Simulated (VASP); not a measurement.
**BaTiO3: single point with PBE**

Crystal: BaTiO3.

```
CELL_PARAMETERS angstrom
3.95875 0.00000 0.00000
0.00000 2.81786 2.82605
0.00000 -2.81786 2.82605
ATOMIC_POSITIONS crystal
Ba 0.00000 0.00000 0.00000
Ti 0.50000 0.51240 0.51240
O 0.50000 0.99184 0.50524
O 0.50000 0.50524 0.99184
O 0.00000 0.48740 0.48740
```

* Program: VASP 6.6.1
* Task: single point
* Functional: PBE
* Potentials or basis: VASP PAW PBE potentials, release 64 (Ba_sv, Ti_sv, O_h)
* Cutoff: 1340 eV
* k mesh: 7 × 7 × 7
* Occupations: fermi-dirac, width 0.05 eV
* Spin: no spin polarisation

The pressure is 7.7 GPa, the largest force is 0.232 eV/Å and the band gap on the k mesh is 1.97 eV (least direct gap 2.08 eV).

Forces on the atoms (eV/Å):
```
Ba   0.000  0.000  0.156
Ti   0.000  0.000  0.060
O    0.000  0.093 -0.212
O    0.000 -0.093 -0.212
O    0.000  0.000  0.208
```

Stress tensor (GPa, compression positive):
```
7.83 0.00 0.00
0.00 7.90 0.00
0.00 0.00 7.27
```

Levels at points of the mesh, in eV from the valence-band top:
```tsv
k point	band 16	band 17	band 18	band 19	band 20	band 21	band 22	band 23	band 24	band 25
(0.00, 0.00, 0.00)	-1.10	-1.05	-0.27	-0.16	-0.11	1.97	2.03	2.20	4.23	4.28
```

It took 3.8 min on 1 thread of Intel(R) Xeon(R) 6975P-C (Granite Rapids) (shared host), peak memory 0.65 GiB.

Caveat: the cell stands under pressure; spin-orbit coupling is left out, which moves the levels of the heavy elements. A k mesh can miss the band edges.
